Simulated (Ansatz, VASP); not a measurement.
In2O3: VASP beside Ansatz

```
CELL_PARAMETERS angstrom
2.75382 1.58992 4.85434
-2.75382 1.58992 4.85434
0.00000 -3.17984 4.85434
ATOMIC_POSITIONS crystal
In 0.85704 0.85704 0.85704
In 0.35704 0.35704 0.35704
In 0.14296 0.14296 0.14296
In 0.64296 0.64296 0.64296
O 0.45339 0.04661 0.75000
O 0.04661 0.75000 0.45339
O 0.54661 0.95339 0.25000
O 0.25000 0.54661 0.95339
O 0.95339 0.25000 0.54661
O 0.75000 0.45339 0.04661
```

Alike in both runs: task single point; functional r2SCAN; k mesh 6 × 6 × 6; no spin polarisation.

|  | VASP | Ansatz |
| --- | --- | --- |
| version | VASP 6.6.1 | Ansatz 0.2.0 |
| potentials or method | VASP PAW PBE potentials, release 64 (In_d, O) | plane waves, PAW |
| plane-wave cutoff (eV) | 520 | 500 |
| occupations | gaussian, width 0.01 eV | fixed |
| valence electrons in the cell | 88 | 88 |

```csv
,VASP,Ansatz,Ansatz less VASP
gap on the k mesh at the Fermi level (eV),1.81,1.80,-0.009
pressure (GPa),1.1,0.0,-1.08
"traceless stress, the component that is largest in VASP (GPa)",-0.09,0.00,+0.090
rms of the force components (eV/Å),0.009,0.000,-0.0084
```

VASP's potentials were made for PBE, not for r2SCAN. Atom by atom the forces differ by 0.008 eV/Å (rms over components).
